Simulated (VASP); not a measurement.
Runs of VASP 6.6.1 on W. The structure is that of space group Im-3m (No. 229), or close to it. The cells are those of the table. 

```csv
cell,gap on the mesh (eV),pressure (GPa)
"a = 2.747 Å, angles 109.7°, 1 atom",none,6.5
"a = 2.729 Å, angles 109.1°, 1 atom",none,6.5
"a = 2.741 Å, angles 109.5°, 1 atom",none,(a)
"a = 2.753 Å, angles 109.8°, 1 atom",none,6.5
"a = 2.759 Å, angles 110.0°, 1 atom",none,6.6
```

Alike in all rows: task single point; level PBE; potentials or basis VASP PAW PBE potentials, release 64 (W_sv); no spin polarisation; k mesh 15 × 15 × 15; cutoff (eV) 500; smearing methfessel-paxton 0.05 eV.

**Question.** Fill in the values left out.

**Answer.** (a) 6.4.

Caveats: spin-orbit coupling is left out, which moves the levels of the heavy elements.

A k mesh can miss the band edges, and the runs leave out spin-orbit coupling on W.

A gap of «none» marks levels without a gap at the run's occupations.
